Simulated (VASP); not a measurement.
AlNi3: single point with r2SCAN

AlNi3:

```
Ni Al
1.0
     3.52305    0.00000    0.00000
     0.00000    3.52305    0.00000
     0.00000    0.00000    3.52305
Ni Al
3 1
Direct
  0.50000 0.50000 0.00000
  0.50000 0.00000 0.50000
  0.00000 0.50000 0.50000
  0.00000 0.00000 0.00000
```

```yaml
Program: VASP 6.6.1
Task: single point
Functional: r2SCAN
Potentials_or_basis: VASP PAW PBE potentials, release 64 (Ni, Al)
Cutoff: 520 eV
k_mesh: 4 × 4 × 4
Occupations: fermi-dirac, width 0.05 eV
Spin: collinear spin, ferromagnetic start
Starting_moments: "[1.0, 1.0, 1.0, 0.0] μB"
Dipole_correction: no
Further_INCAR_settings: ALGO = Normal; EDIFF = 1e-07; NBANDS = 28
```

The pressure is -0.2 GPa, the net moment is 0.00 μB per cell and the valence electrons inside the program's atomic spheres are Ni 9.49; Al 0.83.

Levels at points of the mesh, in eV from the Fermi level:
Spin up:
```
           k point  band 12  band 13  band 14  band 15  band 16  band 17  band 18  band 19  band 20  band 21
(0.00, 0.00, 0.00)    -0.59    -0.15     0.18     0.18     0.18     0.86     0.86     0.86     6.98     6.98
(0.50, 0.00, 0.00)    -1.24    -1.14    -1.14    -1.02    -0.51     0.18     5.92     5.92     5.92     5.92
(0.50, 0.50, 0.00)    -1.36    -1.36    -1.28    -0.97    -0.79    -0.59     1.05     1.05     8.65     8.65
(0.50, 0.50, 0.50)    -1.39    -1.39    -1.08    -1.08    -0.27    -0.06    -0.06    -0.06     3.91     4.47
```
Spin down:
| k point | band 14 | band 15 | band 16 | band 17 | band 18 | band 19 |
| --- | --- | --- | --- | --- | --- | --- |
| (0.00, 0.00, 0.00) | 0.18 | 0.18 | 0.18 | 0.86 | 0.86 | 0.86 |
| (0.50, 0.00, 0.00) | -1.13 | -1.02 | -0.51 | 0.18 | 5.92 | 5.92 |
| (0.50, 0.50, 0.00) | -1.28 | -0.97 | -0.79 | -0.59 | 1.05 | 1.05 |
| (0.50, 0.50, 0.50) | -1.08 | -1.08 | -0.27 | -0.06 | -0.06 | -0.06 |

Wall time 3.3 min on 1 thread of AMD EPYC 7R13 (shared host), peak memory 0.16 GiB.

Caveat: the k points lie up to 0.45 Å⁻¹ apart; the PAW data sets were made with another functional, which shifts forces and pressure a little.
